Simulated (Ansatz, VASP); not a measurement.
# Mg: VASP beside Ansatz

File INCAR:

```
ALGO     = Normal         # electronic algorithm
EDIFF    = 1E-7           # SCF threshold, eV
ENCUT    = 520            # plane-wave cutoff, eV
GGA      = PE             # functional
ISIF     = 2              # what is computed and relaxed
ISMEAR   = 1              # smearing method
LASPH    = T              # aspherical terms in the spheres
LCHARG   = T              # write CHGCAR
LELF     = T              # ELF
LREAL    = F              # projectors in reciprocal space
LVHAR    = T            
LWAVE    = F              # write WAVECAR
NBANDS   = 9              # bands
NELM     = 100            # most SCF steps
PREC     = Accurate       # precision mode
SIGMA    = 0.3            # smearing width, eV
```

Contents of KPOINTS:

```
k-points
0
Gamma
  7 7 4
```

File POSCAR:

```
Mg
1.0
    3.2093000000      0.0000000000      0.0000000000
   -1.6046500000      2.7793400000      0.0000000000
    0.0000000000      0.0000000000      5.2103000000
Mg
2
Direct
    0.3261400000      0.6596100000      0.2459622899
    0.6633600000      0.3421200000      0.7494500000
```

Input for Ansatz:

```yaml
crystal:
  lattice:
    - [3.2093, 0.0, 0.0]
    - [-1.60465, 2.77934, 0.0]
    - [0.0, 0.0, 5.2103]
  atoms:
    - { symbol: Mg, position: [0.32614, 0.65961, 0.24596228988733854] }
    - { symbol: Mg, position: [0.66336, 0.34212, 0.74945] }
basis:
  ecutwfc: 540.0
  xc_grid: 2
kpoints:
  mp_grid:
    grid: [7, 7, 4]
hamiltonian:
  xc: pbe
scf:
  convergence:
    dr2_threshold: 1.0e-09
  occupations:
    method: cold
    width: 0.3
output:
  forces: true
  stress: true
```

Alike in both runs: task single point; functional PBE; k mesh 7 × 7 × 4; no spin polarisation.

|  | VASP | Ansatz |
| --- | --- | --- |
| version | VASP 6.6.1 | Ansatz 0.2.0 |
| potentials or method | VASP PAW PBE potentials, release 64 (Mg), cutoff 520 eV | plane waves, PAW |
| occupations | methfessel-paxton of order 1, width 0.3 eV | cold, width 0.3 eV |
| valence electrons in the cell | 4 | 20 |

|  | VASP | Ansatz | Ansatz less VASP |
| --- | --- | --- | --- |
| pressure (GPa) | -0.4 | -0.3 | +0.08 |
| traceless stress, the component that is largest in VASP (GPa) | 1.90 | 1.77 | -0.127 |
| rms of the force components (eV/Å) | 0.038 | 0.037 | -0.0008 |

Atom by atom the forces differ by 0.001 eV/Å (rms over components). VASP's potentials hold 4 valence electrons a cell and Ansatz's 20, so a difference there can come from the potentials and not from the codes. Ansatz's warnings: stress scf threshold loose.
